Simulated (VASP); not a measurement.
# TaGe3 (Pm-3m) in VASP: a series of runs, part 2 of 2

VASP 6.6.1. Earlier steps stand in the parts before.

**3. Relaxation of cell and atoms, PBE**

This run uses another cell than the first one, of 17.37 Å³/atom.

INCAR

```
SYSTEM = TaGe3
  ALGO = Normal
  EDIFF = 1E-6
  EDIFFG = -0.01
  ENCUT = 600
  GGA = PE
  IBRION = 2
  ISIF = 3
  ISMEAR = 0
  LASPH = .TRUE.
  LCHARG = .FALSE.
  LREAL = .FALSE.
  LWAVE = .FALSE.
  NELM = 100
  NSW = 100
  PREC = Accurate
  SIGMA = 0.1
```

KPOINTS

```
k-points
0
G
  12 12 12
  0 0 0
```

POSCAR

```
TaGe3
1.0
    4.1112808255      0.0000000000      0.0000000000
    0.0000000000      4.1112808255      0.0000000000
    0.0000000000      0.0000000000      4.1112808255
Ta Ge
1 3
Direct
    0.0000000000      0.0000000000      0.0000000000
    0.5000000000      0.5000000000      0.0000000000
    0.0000000000      0.5000000000      0.5000000000
    0.5000000000      0.0000000000      0.5000000000
```

Potentials or basis: VASP PAW PBE potentials, release 64 (Ta_pv, Ge_d).

Started as:

```
$ cat potpaw_PBE.64/Ta_pv/POTCAR potpaw_PBE.64/Ge_d/POTCAR > POTCAR
$ mpirun -np 1 vasp_std > vasp.out
```

OUTCAR:

```text
SYSTEM = TaGe3
   EDIFF = 1E-6
   EDIFFG = -0.01
   ENCUT = 600
   GGA = PE
   IBRION = 2
   ISIF = 3
   ISMEAR = 0
   LASPH = .TRUE.
   LREAL = .FALSE.
   NELM = 100
   NSW = 100
   PREC = Accurate

 ion  position               nearest neighbor table
   1  0.000  0.000  0.000-   2 2.91   3 2.91   4 2.91   3 2.91   4 2.91   2 2.91   3 2.91   3 2.91
                             2 2.91   4 2.91   4 2.91   2 2.91
   2  0.500  0.500  0.000-   1 2.91   3 2.91   4 2.91   3 2.91   4 2.91   1 2.91   4 2.91   4 2.91
                             1 2.91   3 2.91   3 2.91   1 2.91
   3  0.000  0.500  0.500-   1 2.91   2 2.91   4 2.91   1 2.91   2 2.91   1 2.91   4 2.91   1 2.91
                             2 2.91   4 2.91   2 2.91   4 2.91
   4  0.500  0.000  0.500-   1 2.91   2 2.91   3 2.91   1 2.91   2 2.91   2 2.91   3 2.91   2 2.91
                             1 2.91   3 2.91   1 2.91   3 2.91

  LATTYP: Found a simple cubic cell.
 ALAT       =     4.1112808255

  Lattice vectors:

 A1 = (   4.1112808255,   0.0000000000,   0.0000000000)
 A2 = (   0.0000000000,   4.1112808255,   0.0000000000)
 A3 = (   0.0000000000,   0.0000000000,   4.1112808255)

Analysis of symmetry for initial positions (statically):
=====================================================================
 Subroutine PRICEL returns:
[... 184 lines left out ...]
  -------------------------------------------------------------------------------------
  Total        0.4979396      0.4979396      0.4979396      0.0000000     -0.0000000      0.0000000
  in kB       11.4803694     11.4803694     11.4803694      0.0000000     -0.0000000      0.0000000
  external PRESSURE =      11.4803694 kB  Pullay stress =       0.0000000 kB
[... 63 lines left out ...]
--------------------------------------- Ionic step        3  -------------------------------------------

 number of electron      53.0000039 magnetization

 Free energy of the ion-electron system (eV)
  ---------------------------------------------------
  ext. energy  EPLUGINS =         0.00000000
  ---------------------------------------------------
  free energy    TOTEN  =       -23.76668877 eV

  energy without entropy =      -23.74452482  energy(sigma->0) =      -23.75560679

 E-fermi :   7.6566     XC(G=0): -11.9551

 val. band max:        7.6528121030   @ k =   0.2500   0.1667   0.0833
 cond. band min:       7.6630354160   @ k =   0.4167   0.4167   0.0000
 fundamental gap:      0.0102233131
 Fermi energy:         7.6565501375

 k-point     1 :       0.0000    0.0000    0.0000
  band No.  band energies     occupation
      1     -27.7443      2.00000
      2     -27.7443      2.00000
      3     -27.7443      2.00000
      4     -17.2838      2.00000
      5     -17.2705      2.00000
      6     -17.2705      2.00000
[... 805 lines left out ...]
     30       9.3190      0.00000
     31      10.8251      0.00000

 [... further k-points ...]

------------------------ aborting loop because EDIFF is reached ----------------------------------------

  FORCE on cell =-STRESS in cart. coord.  units (eV):
  Direction    XX          YY          ZZ          XY          YZ          ZX
  --------------------------------------------------------------------------------------
  -------------------------------------------------------------------------------------
  Total        0.0211990      0.0211990      0.0211990      0.0000000      0.0000000      0.0000000
  in kB        0.4834059      0.4834059      0.4834059      0.0000000      0.0000000      0.0000000
  external PRESSURE =       0.4834059 kB  Pullay stress =       0.0000000 kB
[... 19 lines left out ...]
  FREE ENERGIE OF THE ION-ELECTRON SYSTEM (eV)
  ---------------------------------------------------
  free  energy   TOTEN  =       -23.7666887662 eV

  energy  without entropy=      -23.7445248194  energy(sigma->0) =      -23.75560679

 reached required accuracy - stopping structural energy minimisation
```

CONTCAR:

```text
TaGe3
   1.00000000000000
     4.1264025245168447    0.0000000000000000    0.0000000000000000
     0.0000000000000000    4.1264025245168447    0.0000000000000000
    -0.0000000000000000   -0.0000000000000000    4.1264025245168447
  Ta              Ge
     1     3
Direct
     0.0000000000000000    0.0000000000000000    0.0000000000000000
     0.5000000000000000    0.5000000000000000    0.0000000000000000
     0.0000000000000000    0.5000000000000000    0.5000000000000000
     0.5000000000000000    0.0000000000000000    0.5000000000000000

  0.00000000E+00  0.00000000E+00  0.00000000E+00
  0.00000000E+00  0.00000000E+00  0.00000000E+00
  0.00000000E+00  0.00000000E+00  0.00000000E+00
  0.00000000E+00  0.00000000E+00  0.00000000E+00
```

It took 13 min on 1 thread of Intel Xeon 8259CL, shared host; peak memory 0.35 GiB.

What came out:

* Free energy: -23.7667 eV
* Relaxed volume: 17.57 Å³/atom
* Relaxed cell: a = 4.126 Å, b = 4.126 Å, c = 4.126 Å, α = 90.00°, β = 90.00°, γ = 90.00°
* Space group after relaxing (to 0.1 Å): Pm-3m (No. 221)
* Energy gained by relaxing: 0.7 meV/atom
* Ionic steps: 3
* Pressure after relaxing: 0.0 GPa
* Band gap on the k mesh: zero (an odd number of electrons rules out a gap without spin polarisation)

Step by step:
| step | energy change (eV) | largest force (eV/Å) | pressure (GPa) | volume (Å³) |
| --- | --- | --- | --- | --- |
| 1 | 0.0000 | 0.0000 | 1.15 | 69.49 |
| 2 | -0.0017 | 0.0000 | -0.64 | 70.75 |
| 3 | -0.0028 | 0.0000 | 0.05 | 70.26 |

Final structure:
```
Ta Ge
1.0
     4.12640    0.00000    0.00000
     0.00000    4.12640    0.00000
     0.00000    0.00000    4.12640
Ta Ge
1 3
Direct
  0.00000 0.00000 0.00000
  0.50000 0.50000 0.00000
  0.00000 0.50000 0.50000
  0.50000 0.00000 0.50000
```

Levels at points of the mesh, in eV from the Fermi level:
```
           k point  band 24  band 25  band 26  band 27  band 28  band 29
(0.00, 0.00, 0.00)    -3.97    -0.32    -0.32    -0.32     0.33     1.01
(0.50, 0.00, 0.00)    -3.55    -0.87    -0.79    -0.79    -0.14     0.40
(0.50, 0.50, 0.00)    -2.89    -1.16    -0.39     0.12     0.44     0.44
(0.50, 0.50, 0.50)    -4.87    -4.87    -1.05     0.87     0.87     2.12
```

Caveat: spin-orbit coupling is left out, which moves the levels of the heavy elements.
